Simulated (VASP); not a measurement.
# NaCl (Fm-3m) in VASP: notebook

Runs on NaCl. Level: LDA. Tasks: single point.

Program: VASP 6.6.1. These are calculated values, not measurements. Logs are shortened: lines on timing, memory, paths and dates and some standing lists are left out, and cuts for length are marked.

## (1) The cell of the first run

Symmetry: Fm-3m, No. 225, cubic system. Conventional cell: a = 5.620 Å, b = 5.620 Å, c = 5.620 Å, α = 90.00°, β = 90.00°, γ = 90.00°. Na (site symmetry m-3m) has 6 Cl at 2.81 Å within 3.7 Å. Cl (site symmetry m-3m) has 6 Na at 2.81 Å within 3.7 Å.

## (2) Single point, LDA

INCAR reads:

```
SYSTEM = NaCl
PREC = Accurate ; ENCUT = 500
EDIFF = 1E-6 ; ISMEAR = 0
SIGMA = 0.01 ; LREAL = .FALSE.
LASPH = .TRUE. ; NELM = 120
ALGO = Normal ; ISIF = 2
LWAVE = .FALSE. ; LCHARG = .TRUE.
LELF = .TRUE. ; LVHAR = .TRUE.
NBANDS = 14 ; GGA_COMPAT = .FALSE.
```

KPOINTS reads:

```
regular mesh
0
G
  6 6 6
  0 0 0
```

POSCAR reads:

```
NaCl
1.0
    0.0000000000      2.8100000000      2.8100000000
    2.8100000000      0.0000000000      2.8100000000
    2.8100000000      2.8100000000      0.0000000000
Na Cl
1 1
Direct
    0.0000000000      0.0000000000      0.0000000000
    0.5000000000      0.5000000000      0.5000000000
```

Potentials or basis: VASP PAW LDA potentials, release 64 (Na_pv, Cl).

Launch:

```sh
$ cat potpaw_LDA.64/Na_pv/POTCAR potpaw_LDA.64/Cl/POTCAR > POTCAR
$ mpirun -np 1 vasp_std > vasp.out
```

OUTCAR:

```text
SYSTEM = NaCl
   PREC = Accurate
   ENCUT = 500
   EDIFF = 1E-6
   ISMEAR = 0
   LREAL = .FALSE.
   LASPH = .TRUE.
   NELM = 120
   ISIF = 2

 ion  position               nearest neighbor table
   1  0.000  0.000  0.000-
   2  0.500  0.500  0.500-

  LATTYP: Found a face centered cubic cell.
 ALAT       =     5.6200000000

  Lattice vectors:

 A1 = (   0.0000000000,   2.8100000000,   2.8100000000)
 A2 = (   2.8100000000,   0.0000000000,   2.8100000000)
 A3 = (   2.8100000000,   2.8100000000,   0.0000000000)

Analysis of symmetry for initial positions (statically):
=====================================================================
 Subroutine PRICEL returns:
 Original cell was already a primitive cell.

 Routine SETGRP: Setting up the symmetry group for a
 face centered cubic supercell.

 Subroutine GETGRP returns: Found 48 space group operations
 (whereof 48 operations were pure point group operations)
 out of a pool of 48 trial point group operations.

The static configuration has the point symmetry O_h .

Analysis of symmetry for dynamics (positions and initial velocities):
=====================================================================
 Subroutine PRICEL returns:
 Original cell was already a primitive cell.

 Routine SETGRP: Setting up the symmetry group for a
 face centered cubic supercell.

 Subroutine GETGRP returns: Found 48 space group operations
 (whereof 48 operations were pure point group operations)
 out of a pool of 48 trial point group operations.

The dynamic configuration has the point symmetry O_h .

 Subroutine INISYM returns: Found 48 space group operations
 (whereof 48 operations are pure point group operations),
 and found     1 'primitive' translations

----------------------------------------------------------------------------------------

                                     Primitive cell

  volume of cell :      44.3761

  direct lattice vectors                    reciprocal lattice vectors
     0.000000000  2.810000000  2.810000000    -0.177935943  0.177935943  0.177935943
     2.810000000  0.000000000  2.810000000     0.177935943 -0.177935943  0.177935943
     2.810000000  2.810000000  0.000000000     0.177935943  0.177935943 -0.177935943

  length of vectors
     3.973940110  3.973940110  3.973940110     0.308194094  0.308194094  0.308194094

  position of ions in fractional coordinates (direct lattice)
     0.000000000  0.000000000  0.000000000
     0.500000000  0.500000000  0.500000000

  ion indices of the primitive-cell ions
   primitive index   ion index
                 1           1
                 2           2

----------------------------------------------------------------------------------------

 KPOINTS: regular mesh

Automatic generation of k-mesh.
 Grid dimensions read from file:
 generate k-points for:    6    6    6

 Generating k-lattice:

  Cartesian coordinates                     Fractional coordinates (reciprocal lattice)
    -0.029655991  0.029655991  0.029655991     0.166666667  0.000000000  0.000000000
     0.029655991 -0.029655991  0.029655991     0.000000000  0.166666667  0.000000000
     0.029655991  0.029655991 -0.029655991     0.000000000  0.000000000  0.166666667

  Length of vectors
     0.051365682  0.051365682  0.051365682

  Shift w.r.t. Gamma in fractional coordinates (k-lattice)
     0.000000000  0.000000000  0.000000000

 Subroutine IBZKPT returns following result:
 ===========================================

 Found     16 irreducible k-points:

 Following reciprocal coordinates:
            Coordinates               Weight
  0.000000  0.000000  0.000000      1.000000
  0.166667  0.000000  0.000000      8.000000
  0.333333  0.000000  0.000000      8.000000
  0.500000  0.000000  0.000000      4.000000
  0.166667  0.166667  0.000000      6.000000
  0.333333  0.166667  0.000000     24.000000
[... 8 lines left out ...]
 -0.333333  0.333333  0.166667     24.000000
 -0.333333  0.500000  0.166667     12.000000
   k-points           NKPTS =     16   k-points in BZ     NKDIM =     16   number of bands    NBANDS=     14
   number of dos      NEDOS =    301   number of ions     NIONS =      2
   total plane-waves  NPLWV =  27000
   dimension x,y,z NGX =    30 NGY =   30 NGZ =   30
   dimension x,y,z NGXF=    60 NGYF=   60 NGZF=   60
   ions per type =               1   1
   NGX,Y,Z   is equivalent  to a cutoff of  12.55, 12.55, 12.55 a.u.
   NGXF,Y,Z  is equivalent  to a cutoff of  25.10, 25.10, 25.10 a.u.
 SYSTEM =  NaCl
   PREC   = accura    normal or accurate (medium, high low for compatibility)
   ISTART =      0    job   : 0-new  1-cont  2-samecut
   ICHARG =      2    charge: 1-file 2-atom 10-const
   ISPIN  =      1    spin polarized calculation?
   LNONCOLLINEAR =      F non collinear calculations
   LSORBIT =      F    spin-orbit coupling
   LASPH  =      T    aspherical Exc in radial PAW
   ENCUT  =  500.0 eV  36.75 Ry    6.06 a.u.   7.25  7.25  7.25*2*pi/ulx,y,z
   NELM   =    120;   NELMIN=  2; NELMDL= -5     # of ELM steps
   EDIFF  = 0.1E-05   stopping-criterion for ELM
   LREAL  =      F    real-space projection
   EDIFFG = 0.1E-04   stopping-criterion for IOM
   NSW    =      0    number of steps for IOM
   IBRION =     -1    ionic relax: 0-MD 1-quasi-New 2-CG
   NFREE  =      0    steps in history (QN), initial steepest desc. (CG)
   ISIF   =      2    stress and relaxation
   ISYM   =      2    0-nonsym 1-usesym 2-fastsym
   POTIM  = 0.5000    time-step for ionic-motion
   TEBEG  =    0.0;   TEEND  =   0.0 temperature during run
   PSTRESS=    0.0 pullay stress
   NELECT =      14.0000    total number of electrons
   NUPDOWN=      -1.0000    fix difference up-down
   EMIN   =  10.00;   EMAX   =-10.00  energy-range for DOS
   EFERMI =   0.00;   METHOD = LEGACY
   ISMEAR =     0;   SIGMA  =   0.01  broadening in eV -4-tet -1-fermi 0-gaus
   EFERMI_NEDOS =   21; number of points for ismear=-14 and -15
   IALGO  =     38    algorithm
   IMIX   =      4    mixing-type and parameters
     AMIX     =   0.40;   BMIX     =  1.00
     AMIX_MAG =   1.60;   BMIX_MAG =  1.00
  volume/ion in A,a.u.               =      22.19       149.73
  Fermi-wavevector in a.u.,A,eV,Ry     =   1.114469  2.106040 16.898985  1.242040
  Thomas-Fermi vector in A             =   2.251064
   LORBIT       =      0    0 simple, 1 ext, 2 COOP (PROOUT), +10 PAW based schemes
   GGA     = CA    functional components
   LHFCALC =     F    Hartree Fock is set to
   AEXX    =    0.0000 exact exchange contribution
   IVDW    =     0    specifies the selected vdW correction
   LEPSILON=     F    determine dielectric tensor
   LRPA    =     F    only Hartree local field effects (RPA)
 non-spin polarized calculation
 Gauss-broadening in eV      SIGMA  =   0.01
  energy-cutoff  :      500.00
  volume of cell :       44.38
 maximum number of plane-waves:      1158
 NGX is ok and might be reduce to    30
   NGX = 15   NGY = 15   NGZ = 15

 number of electron      14.0000005 magnetization

 Free energy of the ion-electron system (eV)
  ---------------------------------------------------
  ext. energy  EPLUGINS =         0.00000000
  ---------------------------------------------------
  free energy    TOTEN  =        -7.36295268 eV

  energy without entropy =       -7.36295268  energy(sigma->0) =       -7.36295268

 E-fermi :  -0.8359     XC(G=0):  -8.7670

 val. band max:       -0.8875379861   @ k =   0.0000   0.0000   0.0000
 cond. band min:       3.8506114951   @ k =   0.0000   0.0000   0.0000
 fundamental gap:      4.7381494813
 Fermi energy:        -0.8359249584

 k-point     1 :       0.0000    0.0000    0.0000
  band No.  band energies     occupation
      1     -21.6456      2.00000
      2     -21.6456      2.00000
      3     -21.6456      2.00000
      4     -13.4961      2.00000
      5      -0.8875      2.00000
      6      -0.8875      2.00000
      7      -0.8875      2.00000
      8       3.8506      0.00000
      9       9.9690      0.00000
     10       9.9690      0.00000
     11       9.9690      0.00000
     12      12.2125      0.00000
     13      12.2125      0.00000
     14      13.6009      0.00000

 k-point     2 :       0.1667    0.0000    0.0000
  band No.  band energies     occupation
      1     -21.6538      2.00000
      2     -21.6462      2.00000
      3     -21.6462      2.00000
      4     -13.4085      2.00000
      5      -1.5406      2.00000
      6      -0.9613      2.00000
      7      -0.9613      2.00000
      8       4.6956      0.00000
      9       9.1417      0.00000
     10      10.2552      0.00000
     11      10.2552      0.00000
     12      11.8524      0.00000
     13      11.8524      0.00000
     14      14.6885      0.00000

 k-point     3 :       0.3333    0.0000    0.0000
  band No.  band energies     occupation
      1     -21.6701      2.00000
      2     -21.6474      2.00000
      3     -21.6474      2.00000
      4     -13.2250      2.00000
      5      -2.5286      2.00000
      6      -1.1016      2.00000
      7      -1.1016      2.00000
      8       5.8135      0.00000
      9       8.9087      0.00000
     10      10.0510      0.00000
     11      10.0510      0.00000
     12      12.9586      0.00000
     13      12.9586      0.00000
     14      13.9739      0.00000

 k-point     4 :       0.5000    0.0000    0.0000
  band No.  band energies     occupation
      1     -21.6782      2.00000
      2     -21.6480      2.00000
      3     -21.6480      2.00000
      4     -13.1288      2.00000
      5      -2.9433      2.00000
      6      -1.1685      2.00000
      7      -1.1685      2.00000
      8       6.0206      0.00000
      9       9.4619      0.00000
     10       9.8108      0.00000
     11       9.8108      0.00000
     12      13.7208      0.00000
     13      15.2610      0.00000
     14      15.2610      0.00000

 k-point     5 :       0.1667    0.1667    0.0000
  band No.  band energies     occupation
      1     -21.6531      2.00000
      2     -21.6478      2.00000
      3     -21.6478      2.00000
      4     -13.3833      2.00000
      5      -1.5620      2.00000
      6      -1.0627      2.00000
      7      -1.0627      2.00000
      8       4.9737      0.00000
      9       8.6794      0.00000
     10      10.6099      0.00000
     11      10.6099      0.00000
[... 140 lines left out ...]
 k-point    14 :       0.5000    0.3333    0.1667
  band No.  band energies     occupation
      1     -21.6672      2.00000
      2     -21.6554      2.00000
      3     -21.6506      2.00000
      4     -13.1322      2.00000
      5      -2.4483      2.00000
      6      -1.6833      2.00000
      7      -1.3398      2.00000
      8       7.1745      0.00000
      9       7.9875      0.00000
     10       8.6333      0.00000
     11      11.1438      0.00000
     12      12.4868      0.00000
     13      14.8880      0.00000
     14      15.6477      0.00000

 k-point    15 :      -0.3333    0.3333    0.1667
  band No.  band energies     occupation
      1     -21.6678      2.00000
      2     -21.6581      2.00000
      3     -21.6525      2.00000
      4     -13.0772      2.00000
      5      -2.4587      2.00000
      6      -1.9388      2.00000
      7      -1.4559      2.00000
      8       7.7060      0.00000
      9       7.9729      0.00000
     10       8.7943      0.00000
     11      10.6940      0.00000
     12      13.0949      0.00000
     13      14.4844      0.00000
     14      15.7152      0.00000

 k-point    16 :      -0.3333    0.5000    0.1667
  band No.  band energies     occupation
      1     -21.6648      2.00000
      2     -21.6580      2.00000
      3     -21.6564      2.00000
      4     -13.0644      2.00000
      5      -2.4187      2.00000
      6      -1.8601      2.00000
      7      -1.6532      2.00000
      8       7.1897      0.00000
      9       7.6886      0.00000
     10       9.3238      0.00000
     11      10.8779      0.00000
     12      13.9720      0.00000
     13      15.1887      0.00000
     14      15.2647      0.00000

------------------------ aborting loop because EDIFF is reached ----------------------------------------

  FORCE on cell =-STRESS in cart. coord.  units (eV):
  Direction    XX          YY          ZZ          XY          YZ          ZX
  --------------------------------------------------------------------------------------
  -------------------------------------------------------------------------------------
  Total       -0.6170453     -0.6170453     -0.6170453      0.0000000      0.0000000      0.0000000
  in kB      -22.2781279    -22.2781279    -22.2781279      0.0000000      0.0000000      0.0000000
  external PRESSURE =     -22.2781279 kB  Pullay stress =       0.0000000 kB

 VOLUME and BASIS-vectors are now :
 -----------------------------------------------------------------------------
  energy-cutoff  :      500.00
  volume of cell :       44.38
      direct lattice vectors                 reciprocal lattice vectors
     0.000000000  2.810000000  2.810000000    -0.177935943  0.177935943  0.177935943
     2.810000000  0.000000000  2.810000000     0.177935943 -0.177935943  0.177935943
     2.810000000  2.810000000  0.000000000     0.177935943  0.177935943 -0.177935943

 POSITION                                       TOTAL-FORCE (eV/Angst)
 -----------------------------------------------------------------------------------
      0.00000      0.00000      0.00000         0.000000      0.000000      0.000000
      2.81000      2.81000      2.81000         0.000000      0.000000      0.000000
 -----------------------------------------------------------------------------------
    total drift:                               -0.000000      0.000000      0.000000

  FREE ENERGIE OF THE ION-ELECTRON SYSTEM (eV)
  ---------------------------------------------------
  free  energy   TOTEN  =        -7.3629526762 eV

  energy  without entropy=       -7.3629526762  energy(sigma->0) =       -7.36295268
```

Run time: 6.5 s. Hardware: 1 thread of AMD EPYC 7R13 (Zen 3), shared host; peak memory 0.11 GiB.

What came out:

```
Free energy            : -7.3630 eV
Pressure               : -2.2 GPa
Band gap on the k mesh : 4.74 eV
```

(Continued in part 2 of 2.)
